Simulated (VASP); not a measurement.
# LiMgF3 (Pm-3m) in VASP: a series of runs

Runs on LiMgF3. Level: PBEsol. Tasks: vibrations by perturbation theory.

Everything below comes from runs of VASP 6.6.1. Logs are shortened: lines on timing, memory, paths and dates and some standing lists are left out, and cuts for length are marked.

## Step 1: The cell of the first run

The structure is cubic, space group Pm-3m (No. 221). The conventional cell has a = 3.524 Å, b = 3.524 Å, c = 3.524 Å, α = 90.00°, β = 90.00°, γ = 90.00°. Within 2.3 Å of Li (site symmetry m-3m) lie 6 F at 1.76 Å. Mg (site symmetry m-3m) has 12 F at 2.49 Å and 8 Li at 3.05 Å within 3.3 Å. F (site symmetry 4/mmm) has 2 Li at 1.76 Å within 2.3 Å.

## Step 2: Vibrations by perturbation theory, PBEsol

INCAR

```
ALGO = Normal ; EDIFF = 1E-8
ENCUT = 520 ; GGA = PS
IBRION = 8 ; ISIF = 2
ISMEAR = 0 ; LASPH = True
LCHARG = True ; LEPSILON = True
LREAL = False ; LWAVE = False
NBANDS = 21 ; NELM = 60
NSW = 1 ; PREC = Accurate
SIGMA = 0.01
```

KPOINTS

```
k-points
0
Gamma
  6 6 6
```

POSCAR

```
LiMgF3
1.0
    3.5236593847      0.0000000000      0.0000000000
    0.0000000000      3.5236593847      0.0000000000
    0.0000000000      0.0000000000      3.5236593847
Li Mg F
1 1 3
Direct
    0.5000000000      0.5000000000      0.5000000000
    0.0000000000      0.0000000000      0.0000000000
    0.0000000000      0.5000000000      0.5000000000
    0.5000000000      0.5000000000      0.0000000000
    0.5000000000      0.0000000000      0.5000000000
```

Potentials or basis: VASP PAW PBE potentials, release 64 (Li_sv, Mg, F).

On the command line:

```
$ cat potpaw_PBE.64/Li_sv/POTCAR potpaw_PBE.64/Mg/POTCAR potpaw_PBE.64/F/POTCAR > POTCAR
$ mpirun -np 1 vasp_std > vasp.out
```

OUTCAR:

```text
EDIFF = 1E-8
   ENCUT = 520
   GGA = PS
   IBRION = 8
   ISIF = 2
   ISMEAR = 0
   LASPH = True
   LEPSILON = True
   LREAL = False
   NELM = 60
   NSW = 1
   PREC = Accurate

 ion  position               nearest neighbor table
   1  0.500  0.500  0.500-   3 1.76   4 1.76   5 1.76   4 1.76   5 1.76   3 1.76   2 3.05   2 3.05
                             2 3.05   2 3.05   2 3.05   2 3.05   2 3.05   2 3.05
   2  0.000  0.000  0.000-   3 2.49   4 2.49   5 2.49   3 2.49   5 2.49   3 2.49   4 2.49   3 2.49
                             4 2.49   5 2.49   5 2.49   4 2.49   1 3.05   1 3.05   1 3.05   1 3.05
   3  0.000  0.500  0.500-   1 1.76   1 1.76   2 2.49   2 2.49   2 2.49   2 2.49
   4  0.500  0.500  0.000-   1 1.76   1 1.76   2 2.49   2 2.49   2 2.49   2 2.49
   5  0.500  0.000  0.500-   1 1.76   1 1.76   2 2.49   2 2.49   2 2.49   2 2.49

  LATTYP: Found a simple cubic cell.
 ALAT       =     3.5236593847

  Lattice vectors:

 A1 = (   3.5236593847,   0.0000000000,   0.0000000000)
 A2 = (   0.0000000000,   3.5236593847,   0.0000000000)
 A3 = (   0.0000000000,   0.0000000000,   3.5236593847)

Analysis of symmetry for initial positions (statically):
=====================================================================
 Subroutine PRICEL returns:
 Original cell was already a primitive cell.

 Routine SETGRP: Setting up the symmetry group for a
 simple cubic supercell.

 Subroutine GETGRP returns: Found 48 space group operations
 (whereof 48 operations were pure point group operations)
 out of a pool of 48 trial point group operations.

The static configuration has the point symmetry O_h .

Analysis of symmetry for dynamics (positions and initial velocities):
=====================================================================
 Subroutine PRICEL returns:
 Original cell was already a primitive cell.

 Routine SETGRP: Setting up the symmetry group for a
 simple cubic supercell.

 Subroutine GETGRP returns: Found 48 space group operations
 (whereof 48 operations were pure point group operations)
 out of a pool of 48 trial point group operations.

The dynamic configuration has the point symmetry O_h .

 Subroutine INISYM returns: Found 48 space group operations
 (whereof 48 operations are pure point group operations),
 and found     1 'primitive' translations

----------------------------------------------------------------------------------------

                                     Primitive cell

  volume of cell :      43.7504

  direct lattice vectors                    reciprocal lattice vectors
     3.523659385  0.000000000  0.000000000     0.283795875  0.000000000  0.000000000
     0.000000000  3.523659385  0.000000000     0.000000000  0.283795875  0.000000000
     0.000000000  0.000000000  3.523659385     0.000000000  0.000000000  0.283795875

  length of vectors
     3.523659385  3.523659385  3.523659385     0.283795875  0.283795875  0.283795875

  position of ions in fractional coordinates (direct lattice)
     0.500000000  0.500000000  0.500000000
     0.000000000  0.000000000  0.000000000
     0.000000000  0.500000000  0.500000000
     0.500000000  0.500000000  0.000000000
     0.500000000  0.000000000  0.500000000

  ion indices of the primitive-cell ions
   primitive index   ion index
                 1           1
                 2           2
[... 690 lines left out ...]
     0.00000  0.00000  0.00355

 MACROSCOPIC STATIC DIELECTRIC TENSOR (including local field effects in DFT)
 ------------------------------------------------------
           2.386567     0.000000    -0.000000
           0.000000     2.386567    -0.000000
           0.000000     0.000000     2.386567
 ------------------------------------------------------

 PIEZOELECTRIC TENSOR (including local field effects)  for field in x, y, z        (e  Angst)
          XX          YY          ZZ          XY          YZ          ZX
  --------------------------------------------------------------------------------
  x     0.00000     0.00000     0.00000     0.00000     0.00000     0.00000
  y     0.00000     0.00000     0.00000     0.00000     0.00000     0.00000
  z     0.00000     0.00000     0.00000     0.00000     0.00000     0.00000

 PIEZOELECTRIC TENSOR (including local field effects)  for field in x, y, z        (C/m^2)
          XX          YY          ZZ          XY          YZ          ZX
  --------------------------------------------------------------------------------
  x     0.00000     0.00000     0.00000     0.00000     0.00000     0.00000
  y     0.00000     0.00000     0.00000     0.00000     0.00000     0.00000
  z     0.00000     0.00000     0.00000     0.00000     0.00000     0.00000

 BORN EFFECTIVE CHARGES (including local field effects) (in |e|, cummulative output)
 ---------------------------------------------------------------------------------
 ion    1
    1     0.91955     0.00000     0.00000
    2    -0.00000     0.91955     0.00000
    3     0.00000     0.00000     0.91955
 ion    2
    1     2.38709    -0.00000     0.00000
    2    -0.00000     2.38709    -0.00000
    3     0.00000     0.00000     2.38709
 ion    3
    1    -1.04277    -0.00000     0.00000
    2     0.00000    -1.13194     0.00000
    3     0.00000    -0.00000    -1.13194
 ion    4
    1    -1.13194    -0.00000    -0.00000
    2    -0.00000    -1.13194    -0.00000
    3     0.00000     0.00000    -1.04277
 ion    5
    1    -1.13194     0.00000    -0.00000
    2     0.00000    -1.04277     0.00000
    3     0.00000     0.00000    -1.13194

 INTERNAL STRAIN TENSOR FOR ION    5 for displacements in x,y,z  (eV/Angst):
          X           Y           Z          XY          YZ          ZX
  --------------------------------------------------------------------------------
  x     0.00000     0.00000     0.00000     0.00000     0.00000     0.00000
  y     0.00000     0.00000     0.00000     0.00000     0.00000     0.00000
  z     0.00000     0.00000     0.00000     0.00000     0.00000     0.00000

 SECOND DERIVATIVES (NOT SYMMETRIZED)
 ------------------------------------
               1X          1Y          1Z          2X          2Y          2Z          3X          3Y          3Z          4X          4Y          4Z          5X          5Y          5Z
  1X   -10.654886   -0.000000    0.000000    1.119005    0.000000   -0.000000    9.341084    0.000000    0.000000    0.097399    0.000000    0.000000    0.097399   -0.000000    0.000000
  1Y     0.000000  -10.654886   -0.000000    0.000000    1.119005    0.000000   -0.000000    0.097399    0.000000    0.000000    0.097399    0.000000    0.000000    9.341084    0.000000
  1Z    -0.000000   -0.000000  -10.654886    0.000000    0.000000    1.119005   -0.000000    0.000000    0.097399    0.000000    0.000000    9.341084    0.000000   -0.000000    0.097399
  2X     1.141726    0.000000   -0.000000    2.364731   -0.000000    0.000000    0.492765   -0.000000   -0.000000   -1.999611   -0.000000    0.000000   -1.999611    0.000000    0.000000
  2Y     0.000000    1.141726   -0.000000   -0.000000    2.364731    0.000000    0.000000   -1.999611    0.000000   -0.000000   -1.999611    0.000000   -0.000000    0.492765   -0.000000
  2Z    -0.000000   -0.000000    1.141726   -0.000000    0.000000    2.364731    0.000000   -0.000000   -1.999611    0.000000    0.000000    0.492765   -0.000000   -0.000000   -1.999611
  3X     9.218586    0.000000    0.000000    0.492508   -0.000000    0.000000  -18.350357    0.000000    0.000000    4.319632   -0.000000   -0.000000    4.319632    0.000000    0.000000
  3Y     0.000000    0.167744    0.000000    0.000000   -1.987057    0.000000    0.000000   -1.016898    0.000000    0.000000   -1.497330    0.000000    0.000000    4.333540    0.000000
  3Z     0.000000    0.000000    0.167744    0.000000    0.000000   -1.987057    0.000000    0.000000   -1.016898    0.000000    0.000000    4.333540    0.000000    0.000000   -1.497330
  4X     0.167744    0.000000    0.000000   -1.987057    0.000000    0.000000    4.333540    0.000000    0.000000   -1.016898    0.000000    0.000000   -1.497330    0.000000    0.000000
  4Y     0.000000    0.167744    0.000000    0.000000   -1.987057    0.000000    0.000000   -1.497330    0.000000    0.000000   -1.016898    0.000000    0.000000    4.333540    0.000000
  4Z     0.000000    0.000000    9.218586   -0.000000   -0.000000    0.492508   -0.000000    0.000000    4.319632    0.000000    0.000000  -18.350357    0.000000   -0.000000    4.319632
  5X     0.167744    0.000000    0.000000   -1.987057    0.000000    0.000000    4.333540    0.000000    0.000000   -1.497330    0.000000    0.000000   -1.016898    0.000000    0.000000
  5Y     0.000000    9.218586    0.000000   -0.000000    0.492508   -0.000000    0.000000    4.319632    0.000000   -0.000000    4.319632   -0.000000    0.000000  -18.350357    0.000000
  5Z     0.000000    0.000000    0.167744    0.000000    0.000000   -1.987057    0.000000    0.000000   -1.497330    0.000000    0.000000    4.333540    0.000000    0.000000   -1.016898

 Eigenvectors and eigenvalues of the dynamical matrix
 ----------------------------------------------------

   1 f  =   22.708434 THz   142.681298 2PiTHz  757.471817 cm-1    93.914494 meV
             X         Y         Z           dx          dy          dz
      1.761830  1.761830  1.761830     0.440280    0.671727   -0.000000
      0.000000  0.000000  0.000000    -0.011055   -0.016866   -0.000000
      0.000000  1.761830  1.761830    -0.322821    0.052025    0.000000
      1.761830  1.761830  0.000000     0.034100    0.052025    0.000000
      1.761830  0.000000  1.761830     0.034100   -0.492522   -0.000000
[... 105 lines left out ...]
  15 f/i=    6.491073 THz    40.784613 2PiTHz  216.518881 cm-1    26.844908 meV
             X         Y         Z           dx          dy          dz
      1.761830  1.761830  1.761830     0.001415   -0.038816    0.000061
      0.000000  0.000000  0.000000    -0.030304    0.831248   -0.001310
      0.000000  1.761830  1.761830     0.005852   -0.374451    0.000590
      1.761830  1.761830  0.000000     0.013651   -0.374451    0.000253
      1.761830  0.000000  1.761830     0.013651   -0.160510    0.000590

--------------------------------------------------------------------------------------------------------

 MACROSCOPIC STATIC DIELECTRIC TENSOR IONIC CONTRIBUTION
 ------------------------------------------------------
           0.389470    -0.000000     0.000000
          -0.000000     0.389470    -0.000000
           0.000000    -0.000000     0.389470
 ------------------------------------------------------

 ELASTIC MODULI CONTR FROM IONIC RELAXATION (kBar)
 Direction    XX          YY          ZZ          XY          YZ          ZX
 --------------------------------------------------------------------------------
 XX           0.0000      0.0000      0.0000      0.0000      0.0000      0.0000
 YY           0.0000      0.0000      0.0000      0.0000      0.0000      0.0000
 ZZ           0.0000      0.0000      0.0000      0.0000      0.0000      0.0000
 XY           0.0000      0.0000      0.0000      0.0000      0.0000      0.0000
 YZ           0.0000      0.0000      0.0000      0.0000      0.0000      0.0000
 ZX           0.0000      0.0000      0.0000      0.0000      0.0000      0.0000
 --------------------------------------------------------------------------------

 PIEZOELECTRIC TENSOR IONIC CONTR  for field in x, y, z        (C/m^2)
          XX          YY          ZZ          XY          YZ          ZX
  --------------------------------------------------------------------------------
  x     0.00000     0.00000     0.00000     0.00000     0.00000     0.00000
  y     0.00000     0.00000     0.00000     0.00000     0.00000     0.00000
  z     0.00000     0.00000     0.00000     0.00000     0.00000     0.00000
```

Run time: 10 min. Hardware: 1 thread of Intel Xeon Platinum 8259CL at 2.50GHz (Skylake/Cascade Lake), shared host; peak memory 0.31 GiB.

Results:

```
Electronic dielectric tensor (diagonal)                 : 2.39
Born charges (mean of the diagonal)                     : Li +0.92; Mg +2.39; F -1.10 e
Highest phonon frequency at Γ, LO-TO splitting left out : 757 cm⁻¹
Most unstable mode                                      : 217i cm⁻¹
```

Phonon frequencies in cm⁻¹ (negative: imaginary):
```tsv
q point	frequencies
(0.000, 0.000, 0.000)	-217 -217 -217 -83 -83 -83 -2 -2 -2 398 398 398 757 757 757
```

Electronic dielectric tensor:
```
2.39 0.00 0.00
0.00 2.39 0.00
0.00 0.00 2.39
```

Born effective charge tensors (e):
atom 1, Li
```
0.92 0.00 0.00
0.00 0.92 0.00
0.00 0.00 0.92
```
atom 2, Mg
```
2.39 0.00 0.00
0.00 2.39 0.00
0.00 0.00 2.39
```
atom 3, F
```
-1.04  0.00  0.00
 0.00 -1.13  0.00
 0.00  0.00 -1.13
```
atom 4, F
```
-1.13  0.00  0.00
 0.00 -1.13  0.00
 0.00  0.00 -1.04
```
atom 5, F
```
-1.13  0.00  0.00
 0.00 -1.04  0.00
 0.00  0.00 -1.13
```

Caveat: the cell wasn't relaxed at this level first, which shifts response properties; the cutoff is under 1.25 times the usual one of these potentials, so pressure, stress and relaxed cells hold a basis-set (Pulay) error; some modes are imaginary; the PAW data sets were made with another functional, which shifts forces and pressure a little.

## Step 3: Vibrations by perturbation theory, PBEsol

This run uses another cell than the first one, of 9.18 Å³/atom, 1.050 times its volume.

INCAR

```
PREC = Accurate
ENCUT = 520
EDIFF = 1E-8
ISMEAR = 0
SIGMA = 0.01
LREAL = False
LASPH = True
NELM = 80
ALGO = Normal
ISIF = 2
LWAVE = False
LCHARG = False
GGA = PS
IBRION = 8
NSW = 1
LEPSILON = True
```

KPOINTS

```
Automatic mesh
0
Gamma
  6 6 6
```

POSCAR, as its differences from that of step 2:

```diff
@@ -2,5 +2,5 @@
 1.0
-    3.5236593847      0.0000000000      0.0000000000
-    0.0000000000      3.5236593847      0.0000000000
-    0.0000000000      0.0000000000      3.5236593847
+    3.5809827176      0.0000000000      0.0000000000
+    0.0000000000      3.5809827176      0.0000000000
+    0.0000000000      0.0000000000      3.5809827176
 Li Mg F
```

Potentials or basis: VASP PAW PBE potentials, release 64 (Li_sv, Mg, F).

On the command line:

```
$ cat potpaw_PBE.64/Li_sv/POTCAR potpaw_PBE.64/Mg/POTCAR potpaw_PBE.64/F/POTCAR > POTCAR
$ mpirun -np 1 vasp_std > vasp.out
```

OUTCAR:

```text
PREC = Accurate
   ENCUT = 520
   EDIFF = 1E-8
   ISMEAR = 0
   LREAL = False
   LASPH = True
   NELM = 80
   ISIF = 2
   GGA = PS
   IBRION = 8
   NSW = 1
   LEPSILON = True

 ion  position               nearest neighbor table
   1  0.500  0.500  0.500-   3 1.79   4 1.79   5 1.79   4 1.79   5 1.79   3 1.79   2 3.10   2 3.10
                             2 3.10   2 3.10   2 3.10   2 3.10   2 3.10   2 3.10
   2  0.000  0.000  0.000-   3 2.53   4 2.53   5 2.53   3 2.53   5 2.53   3 2.53   4 2.53   3 2.53
                             4 2.53   5 2.53   5 2.53   4 2.53   1 3.10   1 3.10   1 3.10   1 3.10
[... 872 lines left out ...]
      1.790491  1.790491  0.000000    -0.357970   -0.118065   -0.015310
      1.790491  0.000000  1.790491    -0.357970   -0.047549   -0.038015

--------------------------------------------------------------------------------------------------------

 MACROSCOPIC STATIC DIELECTRIC TENSOR IONIC CONTRIBUTION
 ------------------------------------------------------
           0.402836    -0.000000    -0.000000
          -0.000000     0.402836    -0.000000
          -0.000000     0.000000     0.402836
 ------------------------------------------------------

 ELASTIC MODULI CONTR FROM IONIC RELAXATION (kBar)
 Direction    XX          YY          ZZ          XY          YZ          ZX
 --------------------------------------------------------------------------------
 XX           0.0000      0.0000      0.0000      0.0000      0.0000      0.0000
 YY           0.0000      0.0000      0.0000      0.0000      0.0000      0.0000
 ZZ           0.0000      0.0000      0.0000      0.0000      0.0000      0.0000
 XY           0.0000      0.0000      0.0000      0.0000      0.0000      0.0000
 YZ           0.0000      0.0000      0.0000      0.0000      0.0000      0.0000
 ZX           0.0000      0.0000      0.0000      0.0000      0.0000      0.0000
 --------------------------------------------------------------------------------

 PIEZOELECTRIC TENSOR IONIC CONTR  for field in x, y, z        (C/m^2)
          XX          YY          ZZ          XY          YZ          ZX
  --------------------------------------------------------------------------------
  x     0.00000     0.00000     0.00000     0.00000     0.00000     0.00000
  y     0.00000     0.00000     0.00000     0.00000     0.00000     0.00000
  z     0.00000     0.00000     0.00000     0.00000     0.00000     0.00000
```

OSZICAR:

```text
N       E                     dE             d eps       ncg     rms          rms(c)
DAV:   1     0.151608382112E+03    0.15161E+03   -0.15635E+04   752   0.155E+03
DAV:   2    -0.178372187168E+02   -0.16945E+03   -0.16390E+03   832   0.337E+02
DAV:   3    -0.264948681912E+02   -0.86576E+01   -0.86511E+01  1089   0.707E+01
[... 307 lines left out ...]
RMM:  14    -0.533194228135E+00    0.54376E-08   -0.20117E-07  4635   0.100E-04    0.151E-06
RMM:  15    -0.533194246700E+00   -0.18566E-07   -0.27258E-07  4363   0.675E-05    0.492E-07
RMM:  16    -0.533194246519E+00    0.18110E-09   -0.18450E-07  3489   0.476E-05    0.489E-07
RMM:  17    -0.533194251450E+00   -0.49309E-08   -0.14509E-07  3147   0.360E-05    0.616E-07
RMM:  18    -0.533194250566E+00    0.88438E-09   -0.79037E-08  2633   0.293E-05    0.732E-07
 Linear response finished
```

It took 9.8 min on 1 thread of Intel Xeon Platinum 8259CL at 2.50GHz (Skylake/Cascade Lake), shared host; peak memory 0.3 GiB.

Results:

- Electronic dielectric tensor (diagonal): 2.40
- Born charges (mean of the diagonal): Li +0.93; Mg +2.40; F -1.11 e
- Highest phonon frequency at Γ, LO-TO splitting left out: 704 cm⁻¹
- Most unstable mode: 228i cm⁻¹

Phonon frequencies in cm⁻¹ (negative: imaginary):
```tsv
q point	frequencies
(0.000, 0.000, 0.000)	-228 -228 -228 -101 -101 -101 -1 -1 -1 388 388 388 704 704 704
```

Electronic dielectric tensor:
```
2.40 0.00 0.00
0.00 2.40 0.00
0.00 0.00 2.40
```

Born effective charge tensors (e):
atom 1, Li
```
0.93 0.00 0.00
0.00 0.93 0.00
0.00 0.00 0.93
```
atom 2, Mg
```
2.40 0.00 0.00
0.00 2.40 0.00
0.00 0.00 2.40
```
atom 3, F
```
-1.05  0.00  0.00
 0.00 -1.14  0.00
 0.00  0.00 -1.14
```
atom 4, F
```
-1.14  0.00  0.00
 0.00 -1.14  0.00
 0.00  0.00 -1.05
```
atom 5, F
```
-1.14  0.00  0.00
 0.00 -1.05  0.00
 0.00  0.00 -1.14
```

Caveat: the cutoff is under 1.25 times the usual one of these potentials, so pressure, stress and relaxed cells hold a basis-set (Pulay) error; some modes are imaginary; the PAW data sets were made with another functional, which shifts forces and pressure a little.
